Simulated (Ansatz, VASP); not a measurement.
**TiPt3: VASP beside Ansatz**

```
Ti Pt
1.0
     3.92088    0.00000    0.00000
     0.00000    3.92088    0.00000
     0.00000    0.00000    3.92088
Ti Pt
1 3
Cartesian
  0.0000 0.0000 0.0000
  0.0000 1.9604 1.9604
  1.9604 0.0000 1.9604
  1.9604 1.9604 0.0000
```

Alike in both runs: functional r2SCAN; k mesh 10 × 10 × 10; occupations gaussian, width 0.1 eV; no spin polarisation.

Ansatz relaxed the structure, and its values are those at the end. VASP's run is a single point on that final structure, the one shown.

```csv
,VASP,Ansatz
version,VASP 6.6.1,Ansatz 0.2.0
potentials or method,"VASP PAW PBE potentials, release 64 (Ti_sv, Pt), cutoff 520 eV","scalar-relativistic, plane waves, PAW"
valence electrons in the cell,42,66
```

VASP gave:

- gap on the k mesh at the Fermi level (eV): none
- pressure (GPa): 0.7

Problem. Estimate Ansatz's values.

Solution. gap on the k mesh at the Fermi level (eV): none; pressure (GPa): 0.0.

VASP's potentials were made for PBE, not for r2SCAN. A gap of «none» marks a metal or a gap that the smearing closes. With one functional, cell and mesh, what is left measures potentials, basis and numerics. VASP's potentials hold 42 valence electrons a cell and Ansatz's 66, so a difference there can come from the potentials and not from the codes.

Spin-orbit coupling is off throughout.
